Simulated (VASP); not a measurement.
Crystal: SrTiO3.

```
CELL_PARAMETERS angstrom
3.93640 0.00000 0.00000
0.00000 3.93640 0.00000
0.00000 0.00000 3.93640
ATOMIC_POSITIONS crystal
Sr 0.50000 0.50000 0.50000
Ti 0.00000 0.00000 0.00000
O 0.50000 0.00000 0.00000
O 0.00000 0.50000 0.00000
O 0.00000 0.00000 0.50000
```

Base run:

```yaml
Program: VASP 6.6.1
Functional: PBE
Potentials_or_basis: VASP PAW PBE potentials, release 64 (Sr_sv, Ti_sv, O)
Cutoff: 520 eV
k_mesh: 8 × 8 × 8
Occupations: gaussian, width 0.02 eV
Spin: no spin polarisation
```

Its results: band gap on the k mesh 1.81 eV (least direct gap 2.18 eV); pressure 0.6 GPa.

Problem. The run is repeated on the same cell with these changes: functional from PBE to r2SCAN. What comes out?

Solution. Band gap on the k mesh 2.22 eV (least direct gap 2.62 eV); pressure -3.2 GPa.

Caveats: the cell stands under tension (at least some runs); the PAW data sets were made with another functional, which shifts forces and pressure a little (at least some runs).

A k mesh can miss the band edges.
